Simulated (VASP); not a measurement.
Input of a VASP 6.6.1 run:

File INCAR:

```
SYSTEM = Pb
  PREC = Accurate
  ENCUT = 520
  EDIFF = 1E-7
  ISMEAR = 0
  SIGMA = 0.1
  LREAL = .False.
  LASPH = .True.
  NELM = 100
  ALGO = Normal
  ISIF = 2
  LWAVE = .False.
  LCHARG = .True.
  GGA = PE
  LELF = .True.
  LVHAR = .True.
  NBANDS = 43
```

File KPOINTS:

```
Automatic mesh
0
Gamma
  8 8 6
  0 0 0
```

Contents of POSCAR:

```
Pb
1.0
    4.7145243671      0.0000000000      0.0000000000
    0.0000000000      4.7145243671      0.0000000000
    0.0000000000      0.0000000000      8.0501979520
Pb
5
Direct
    0.5000000000      0.0000000000      0.2977615147
    0.0000000000      0.5000000000      0.7022384853
    0.0000000000      0.5000000000      0.2977615147
    0.5000000000      0.0000000000      0.7022384853
    0.0000000000      0.0000000000      0.0000000000
```

Potentials or basis: VASP PAW PBE potentials, release 64 (Pb_d).

Run with:

```console
$ cat potpaw_PBE.64/Pb_d/POTCAR > POTCAR
$ mpirun -np 1 vasp_std > vasp.out
```

(1) Estimate the band gap on the k mesh.

(2) Estimate the pressure.

Answers

(1) zero (band 35 reaches 6.04 eV, above the bottom of band 36 at 3.24 eV).

(2) -0.1 GPa.

Caveat: spin-orbit coupling is left out, which moves the levels of the heavy elements.
